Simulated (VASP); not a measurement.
# Zn2As (Fd-3m) in VASP: a series of runs

Runs on Zn2As. Level: r2SCAN. Tasks: single point.

All numbers are computed with VASP 6.6.1; they aren't measurements. Logs are shortened: lines on timing, memory, paths and dates and some standing lists are left out, and cuts for length are marked.

### 1 The cell of the first run

It takes space group Fd-3m (No. 227, cubic). The conventional cell has a = 7.337 Å, b = 7.337 Å, c = 7.337 Å, α = 90.00°, β = 90.00°, γ = 90.00°. Within 3.4 Å of Zn (site symmetry -3m) lie 6 Zn at 2.59 Å and 6 As at 3.04 Å. Within 4.0 Å of As (site symmetry -43m) lie 12 Zn at 3.04 Å and 4 As at 3.18 Å.

### 2 Single point, r2SCAN

POSCAR reads:

```
Zn2As
1.0
    0.0000000000      3.6685901435      3.6685901435
    3.6685901435      0.0000000000      3.6685901435
    3.6685901435      3.6685901435      0.0000000000
Zn As
4 2
Direct
    0.6250000000      0.6250000000      0.6250000000
    0.1250000000      0.6250000000      0.6250000000
    0.6250000000      0.6250000000      0.1250000000
    0.6250000000      0.1250000000      0.6250000000
    0.0000000000      0.0000000000      0.0000000000
    0.2500000000      0.2500000000      0.2500000000
```

INCAR.step1 reads:

```
SYSTEM = Zn2As
PREC     = Accurate       ! precision mode
ENCUT    = 520            ! plane-wave cutoff, eV
ISMEAR   = 0              ! smearing method
SIGMA    = 0.1            ! smearing width, eV
LREAL    = .False.        ! projectors in reciprocal space
LASPH    = .True.         ! aspherical terms in the spheres
NELM     = 100            ! most SCF steps
NBANDS   = 38             ! bands
GGA      = PE             ! functional
ALGO     = Normal         ! electronic algorithm
EDIFF    = 1E-4           ! SCF threshold, eV
LWAVE    = .True.         ! write WAVECAR
LCHARG   = .False.        ! write CHGCAR
```

INCAR.step2 reads:

```
SYSTEM = Zn2As
PREC     = Accurate       ! precision mode
ENCUT    = 520            ! plane-wave cutoff, eV
EDIFF    = 1E-6           ! SCF threshold, eV
ISMEAR   = 0              ! smearing method
SIGMA    = 0.1            ! smearing width, eV
LREAL    = .False.        ! projectors in reciprocal space
LASPH    = .True.         ! aspherical terms in the spheres
NELM     = 100            ! most SCF steps
ALGO     = Normal         ! electronic algorithm
ISIF     = 2              ! what is computed and relaxed
LWAVE    = .False.        ! write WAVECAR
LCHARG   = .False.        ! write CHGCAR
METAGGA  = R2SCAN         ! meta-GGA
LMIXTAU  = .True.       
NBANDS   = 38             ! bands
ISTART   = 1
```

KPOINTS reads:

```
Automatic mesh
0
Gamma
  4 4 4
  0 0 0
```

Potentials or basis: VASP PAW PBE potentials, release 64 (Zn, As).

The run is started by

```console
cat potpaw_PBE.64/Zn/POTCAR potpaw_PBE.64/As/POTCAR > POTCAR
cp INCAR.step1 INCAR
mpirun -np 1 vasp_std > vasp.out
cp INCAR.step2 INCAR
mpirun -np 1 vasp_std > vasp.out
```

OUTCAR:

```text
SYSTEM = Zn2As
   PREC = Accurate
   ENCUT = 520
   EDIFF = 1E-6
   ISMEAR = 0
   LREAL = .False.
   LASPH = .True.
   NELM = 100
   ISIF = 2
   METAGGA = R2SCAN
   ISTART = 1

 ion  position               nearest neighbor table
   1  0.625  0.625  0.625-   2 2.59   3 2.59   4 2.59   3 2.59   4 2.59   2 2.59
   2  0.125  0.625  0.625-   1 2.59   3 2.59   4 2.59   1 2.59   3 2.59   4 2.59
   3  0.625  0.625  0.125-   1 2.59   1 2.59   2 2.59   4 2.59   4 2.59   2 2.59
   4  0.625  0.125  0.625-   1 2.59   3 2.59   1 2.59   2 2.59   3 2.59   2 2.59
   5  0.000  0.000  0.000-
   6  0.250  0.250  0.250-

  LATTYP: Found a face centered cubic cell.
 ALAT       =     7.3371802870

  Lattice vectors:

 A1 = (   0.0000000000,   3.6685901435,   3.6685901435)
 A2 = (   3.6685901435,   0.0000000000,   3.6685901435)
 A3 = (   3.6685901435,   3.6685901435,   0.0000000000)

Analysis of symmetry for initial positions (statically):
=====================================================================
 Subroutine PRICEL returns:
 Original cell was already a primitive cell.

 Routine SETGRP: Setting up the symmetry group for a
 face centered cubic supercell.

 Subroutine GETGRP returns: Found 48 space group operations
 (whereof 24 operations were pure point group operations)
 out of a pool of 48 trial point group operations.

The static configuration has the point symmetry T_d .
 The point group associated with its full space group is O_h .

Analysis of symmetry for dynamics (positions and initial velocities):
=====================================================================
 Subroutine PRICEL returns:
 Original cell was already a primitive cell.

 Routine SETGRP: Setting up the symmetry group for a
 face centered cubic supercell.

 Subroutine GETGRP returns: Found 48 space group operations
 (whereof 24 operations were pure point group operations)
 out of a pool of 48 trial point group operations.

The dynamic configuration has the point symmetry T_d .
 The point group associated with its full space group is O_h .

 Subroutine INISYM returns: Found 48 space group operations
 (whereof 24 operations are pure point group operations),
 and found     1 'primitive' translations

----------------------------------------------------------------------------------------

                                     Primitive cell

  volume of cell :      98.7478

  direct lattice vectors                    reciprocal lattice vectors
     0.000000000  3.668590143  3.668590143    -0.136292140  0.136292140  0.136292140
     3.668590143  0.000000000  3.668590143     0.136292140 -0.136292140  0.136292140
     3.668590143  3.668590143  0.000000000     0.136292140  0.136292140 -0.136292140

  length of vectors
     5.188169936  5.188169936  5.188169936     0.236064910  0.236064910  0.236064910

  position of ions in fractional coordinates (direct lattice)
     0.625000000  0.625000000  0.625000000
     0.125000000  0.625000000  0.625000000
     0.625000000  0.625000000  0.125000000
     0.625000000  0.125000000  0.625000000
     0.000000000  0.000000000  0.000000000
     0.250000000  0.250000000  0.250000000

  ion indices of the primitive-cell ions
   primitive index   ion index
                 1           1
                 2           2
                 3           3
                 4           4
                 5           5
                 6           6

----------------------------------------------------------------------------------------

 KPOINTS: Automatic mesh

Automatic generation of k-mesh.
 Grid dimensions read from file:
 generate k-points for:    4    4    4

 Generating k-lattice:

  Cartesian coordinates                     Fractional coordinates (reciprocal lattice)
    -0.034073035  0.034073035  0.034073035     0.250000000  0.000000000  0.000000000
     0.034073035 -0.034073035  0.034073035     0.000000000  0.250000000  0.000000000
     0.034073035  0.034073035 -0.034073035     0.000000000  0.000000000  0.250000000

  Length of vectors
     0.059016228  0.059016228  0.059016228

  Shift w.r.t. Gamma in fractional coordinates (k-lattice)
     0.000000000  0.000000000  0.000000000

 Subroutine IBZKPT returns following result:
 ===========================================

 Found      8 irreducible k-points:

 Following reciprocal coordinates:
            Coordinates               Weight
  0.000000  0.000000  0.000000      1.000000
  0.250000  0.000000  0.000000      8.000000
  0.500000  0.000000  0.000000      4.000000
  0.250000  0.250000  0.000000      6.000000
  0.500000  0.250000  0.000000     24.000000
 -0.250000  0.250000  0.000000     12.000000
  0.500000  0.500000  0.000000      3.000000
 -0.250000  0.500000  0.250000      6.000000
   k-points           NKPTS =      8   k-points in BZ     NKDIM =      8   number of bands    NBANDS=     38
   number of dos      NEDOS =    301   number of ions     NIONS =      6
   total plane-waves  NPLWV =  64000
   dimension x,y,z NGX =    40 NGY =   40 NGZ =   40
   dimension x,y,z NGXF=    80 NGYF=   80 NGZF=   80
   ions per type =               4   2
   NGX,Y,Z   is equivalent  to a cutoff of  12.82, 12.82, 12.82 a.u.
   NGXF,Y,Z  is equivalent  to a cutoff of  25.63, 25.63, 25.63 a.u.
 SYSTEM =  Zn2As
   PREC   = accura    normal or accurate (medium, high low for compatibility)
   ISTART =      1    job   : 0-new  1-cont  2-samecut
   ICHARG =      0    charge: 1-file 2-atom 10-const
   ISPIN  =      1    spin polarized calculation?
   LNONCOLLINEAR =      F non collinear calculations
   LSORBIT =      F    spin-orbit coupling
   LASPH  =      T    aspherical Exc in radial PAW
   ENCUT  =  520.0 eV  38.22 Ry    6.18 a.u.   9.65  9.65  9.65*2*pi/ulx,y,z
   NELM   =    100;   NELMIN=  2; NELMDL=  0     # of ELM steps
   EDIFF  = 0.1E-05   stopping-criterion for ELM
   LREAL  =      F    real-space projection
   EDIFFG = 0.1E-04   stopping-criterion for IOM
   NSW    =      0    number of steps for IOM
   IBRION =     -1    ionic relax: 0-MD 1-quasi-New 2-CG
   NFREE  =      0    steps in history (QN), initial steepest desc. (CG)
   ISIF   =      2    stress and relaxation
   ISYM   =      2    0-nonsym 1-usesym 2-fastsym
   POTIM  = 0.5000    time-step for ionic-motion
   TEBEG  =    0.0;   TEEND  =   0.0 temperature during run
   PSTRESS=    0.0 pullay stress
   NELECT =      58.0000    total number of electrons
   NUPDOWN=      -1.0000    fix difference up-down
   EMIN   =  10.00;   EMAX   =-10.00  energy-range for DOS
   EFERMI =   0.00;   METHOD = LEGACY
   ISMEAR =     0;   SIGMA  =   0.10  broadening in eV -4-tet -1-fermi 0-gaus
   EFERMI_NEDOS =   21; number of points for ismear=-14 and -15
   IALGO  =     38    algorithm
   IMIX   =      4    mixing-type and parameters
     AMIX     =   0.40;   BMIX     =  1.00
     AMIX_MAG =   1.60;   BMIX_MAG =  1.00
  volume/ion in A,a.u.               =      16.46       111.06
  Fermi-wavevector in a.u.,A,eV,Ry     =   1.371013  2.590839 25.574561  1.879677
  Thomas-Fermi vector in A             =   2.496748
   LORBIT       =      0    0 simple, 1 ext, 2 COOP (PROOUT), +10 PAW based schemes
   METAGGA = R2SCAN    functional components
   LHFCALC =     F    Hartree Fock is set to
   AEXX    =    0.0000 exact exchange contribution
   IVDW    =     0    specifies the selected vdW correction
   LEPSILON=     F    determine dielectric tensor
   LRPA    =     F    only Hartree local field effects (RPA)
 non-spin polarized calculation
 Gauss-broadening in eV      SIGMA  =   0.10
  energy-cutoff  :      520.00
  volume of cell :       98.75
 maximum number of plane-waves:      2698
 NGX is ok and might be reduce to    40
   NGX = 19   NGY = 19   NGZ = 19

 number of electron      57.9999982 magnetization

 Free energy of the ion-electron system (eV)
  ---------------------------------------------------
  ext. energy  EPLUGINS =         0.00000000
  ---------------------------------------------------
  free energy    TOTEN  =       -62.84514362 eV

  energy without entropy =      -62.82263176  energy(sigma->0) =      -62.83388769

 E-fermi :   4.5052     XC(G=0): -12.1269

 val. band max:        4.4115183505   @ k =   0.5000   0.2500   0.0000
 cond. band min:       4.5544652740   @ k =   0.2500   0.0000   0.0000
 fundamental gap:      0.1429469235
 Fermi energy:         4.5052325063

 k-point     1 :       0.0000    0.0000    0.0000
  band No.  band energies     occupation
      1      -9.4170      2.00000
      2      -5.2257      2.00000
      3      -5.0657      2.00000
      4      -4.4042      2.00000
      5      -4.4042      2.00000
      6      -4.4041      2.00000
[... 30 lines left out ...]
     37      10.7760      0.00000
     38      10.7760      0.00000

 k-point     2 :       0.2500    0.0000    0.0000
  band No.  band energies     occupation
      1      -8.9923      2.00000
      2      -5.9224      2.00000
      3      -5.1067      2.00000
      4      -4.3451      2.00000
      5      -4.3026      2.00000
      6      -4.3026      2.00000
[... 30 lines left out ...]
     37       9.8226      0.00000
     38       9.8226      0.00000

 k-point     3 :       0.5000    0.0000    0.0000
  band No.  band energies     occupation
      1      -8.2517      2.00000
      2      -6.8743      2.00000
      3      -5.0294      2.00000
      4      -4.2457      2.00000
      5      -4.2137      2.00000
      6      -4.2136      2.00000
[... 30 lines left out ...]
     37      11.8179      0.00000
     38      12.7860      0.00000

 k-point     4 :       0.2500    0.2500    0.0000
  band No.  band energies     occupation
      1      -8.8478      2.00000
      2      -6.0662      2.00000
      3      -5.0268      2.00000
      4      -4.3358      2.00000
      5      -4.2533      2.00000
      6      -4.2533      2.00000
[... 30 lines left out ...]
     37       9.4180      0.00000
     38      10.8497      0.00000

 k-point     5 :       0.5000    0.2500    0.0000
  band No.  band energies     occupation
      1      -8.0710      2.00000
      2      -6.8743      2.00000
      3      -4.8683      2.00000
      4      -4.2731      2.00000
      5      -4.1613      2.00000
      6      -4.0987      2.00000
[... 30 lines left out ...]
     37      10.2563      0.00000
     38      12.0535      0.00000

 k-point     6 :      -0.2500    0.2500    0.0000
  band No.  band energies     occupation
      1      -8.3759      2.00000
      2      -6.5766      2.00000
      3      -4.9787      2.00000
      4      -4.2896      2.00000
      5      -4.2228      2.00000
      6      -4.1199      2.00000
[... 30 lines left out ...]
     37      11.5415      0.00000
     38      11.7297      0.00000

 k-point     7 :       0.5000    0.5000    0.0000
  band No.  band energies     occupation
      1      -7.4666      2.00000
      2      -7.4666      2.00000
      3      -4.4761      2.00000
      4      -4.4761      2.00000
      5      -4.0435      2.00000
      6      -4.0435      2.00000
[... 30 lines left out ...]
     37      10.4183      0.00000
     38      10.4183      0.00000

 k-point     8 :      -0.2500    0.5000    0.2500
  band No.  band energies     occupation
      1      -7.4252      2.00000
      2      -7.4252      2.00000
      3      -4.5049      2.00000
      4      -4.5049      2.00000
      5      -4.1173      2.00000
      6      -4.1172      2.00000
[... 30 lines left out ...]
     37      11.3234      0.00000
     38      11.3235      0.00000

------------------------ aborting loop because EDIFF is reached ----------------------------------------

  FORCE on cell =-STRESS in cart. coord.  units (eV):
  Direction    XX          YY          ZZ          XY          YZ          ZX
  --------------------------------------------------------------------------------------
  -------------------------------------------------------------------------------------
  Total        0.6408643      0.6408643      0.6408643      0.0000000      0.0000000      0.0000000
  in kB       10.3979824     10.3979824     10.3979824      0.0000000      0.0000000      0.0000000
  external PRESSURE =      10.3979824 kB  Pullay stress =       0.0000000 kB

 VOLUME and BASIS-vectors are now :
 -----------------------------------------------------------------------------
  energy-cutoff  :      520.00
  volume of cell :       98.75
      direct lattice vectors                 reciprocal lattice vectors
     0.000000000  3.668590143  3.668590143    -0.136292140  0.136292140  0.136292140
     3.668590143  0.000000000  3.668590143     0.136292140 -0.136292140  0.136292140
     3.668590143  3.668590143  0.000000000     0.136292140  0.136292140 -0.136292140

 POSITION                                       TOTAL-FORCE (eV/Angst)
 -----------------------------------------------------------------------------------
      4.58574      4.58574      4.58574         0.000000      0.000000     -0.000000
      4.58574      2.75144      2.75144         0.000000      0.000000     -0.000000
      2.75144      2.75144      4.58574         0.000000      0.000000     -0.000000
      2.75144      4.58574      2.75144         0.000000      0.000000     -0.000000
      0.00000      0.00000      0.00000         0.000000      0.000000      0.000000
      1.83430      1.83430      1.83430        -0.000000     -0.000000     -0.000000
 -----------------------------------------------------------------------------------
    total drift:                                0.000000      0.000000      0.000000

  FREE ENERGIE OF THE ION-ELECTRON SYSTEM (eV)
  ---------------------------------------------------
  free  energy   TOTEN  =       -62.8451436184 eV

  energy  without entropy=      -62.8226317571  energy(sigma->0) =      -62.83388769
```

Run time: 2.3 min. Hardware: 1 thread of Oxide Virtual Turin-like, shared host; peak memory 0.23 GiB.

Results:

```
Free energy            : -62.8451 eV
Pressure               : 1.0 GPa
Band gap on the k mesh : zero (bands 29 and 30 overlap by 3.87 eV)
```

Levels at points of the mesh, in eV from the Fermi level:
```
           k point  band 27  band 28  band 29  band 30  band 31  band 32
(0.00, 0.00, 0.00)    -2.83    -2.83    -2.83    -2.54     0.99     0.99
(0.50, 0.00, 0.00)    -2.55    -2.55    -0.93     0.15     1.79     1.79
(0.50, 0.50, 0.00)    -0.16    -0.16     0.90     0.90     2.58     2.58
```

Caveat: the k points lie up to 0.37 Å⁻¹ apart, too coarse for converged energies and pressures of a metal; the PAW data sets were made with another functional, which shifts forces and pressure a little.

### 3 Single point, r2SCAN

Edit POSCAR of step 2 so:

```diff
@@ -2,5 +2,5 @@
 1.0
-    0.0000000000      3.6685901435      3.6685901435
-    3.6685901435      0.0000000000      3.6685901435
-    3.6685901435      3.6685901435      0.0000000000
+    0.0000000000      3.6671570659      3.6671570659
+    3.6671570659      0.0000000000      3.6671570659
+    3.6671570659      3.6671570659      0.0000000000
 Zn As
```

Edit INCAR.step1 of step 2 so:

```diff
@@ -7,3 +7,3 @@
 LASPH    = .True.         ! aspherical terms in the spheres
-NELM     = 100            ! most SCF steps
+NELM     = 60             ! most SCF steps
 NBANDS   = 38             ! bands
```

INCAR.step2 reads:

```
SYSTEM = Zn2As
PREC     = Accurate       ! precision mode
ENCUT    = 520            ! plane-wave cutoff, eV
EDIFF    = 1E-7           ! SCF threshold, eV
ISMEAR   = 0              ! smearing method
SIGMA    = 0.1            ! smearing width, eV
LREAL    = .False.        ! projectors in reciprocal space
LASPH    = .True.         ! aspherical terms in the spheres
NELM     = 60             ! most SCF steps
ALGO     = Normal         ! electronic algorithm
ISIF     = 2              ! what is computed and relaxed
LWAVE    = .False.        ! write WAVECAR
LCHARG   = .True.         ! write CHGCAR
METAGGA  = R2SCAN         ! meta-GGA
LMIXTAU  = .True.       
LELF     = .True.         ! ELF
LVHAR    = .True.       
NBANDS   = 38             ! bands
ISTART   = 1
```

KPOINTS reads:

```
regular mesh
0
Gamma
  10 10 10
  0 0 0
```

Potentials or basis: VASP PAW PBE potentials, release 64 (Zn, As).

The run is started by

```console
cat potpaw_PBE.64/Zn/POTCAR potpaw_PBE.64/As/POTCAR > POTCAR
cp INCAR.step1 INCAR
mpirun -np 1 vasp_std > vasp.out
cp INCAR.step2 INCAR
mpirun -np 1 vasp_std > vasp.out
```

Wall time 6.8 min (1 thread of Oxide Virtual Turin-like, shared host); peak memory 0.31 GiB.

Results (log left out):

```
Free energy            : -63.1564 eV
Pressure               : 0.2 GPa
Band gap on the k mesh : zero (bands 29 and 30 overlap by 3.84 eV)
```

Levels at points of the mesh, in eV from the Fermi level:
```
           k point  band 27  band 28  band 29  band 30  band 31  band 32
(0.00, 0.00, 0.00)    -2.85    -2.85    -2.85    -2.56     0.98     0.98
(0.50, 0.00, 0.00)    -2.56    -2.56    -0.94     0.13     1.78     1.78
(0.50, 0.50, 0.00)    -0.17    -0.17     0.88     0.88     2.57     2.57
```

Caveat: the PAW data sets were made with another functional, which shifts forces and pressure a little.
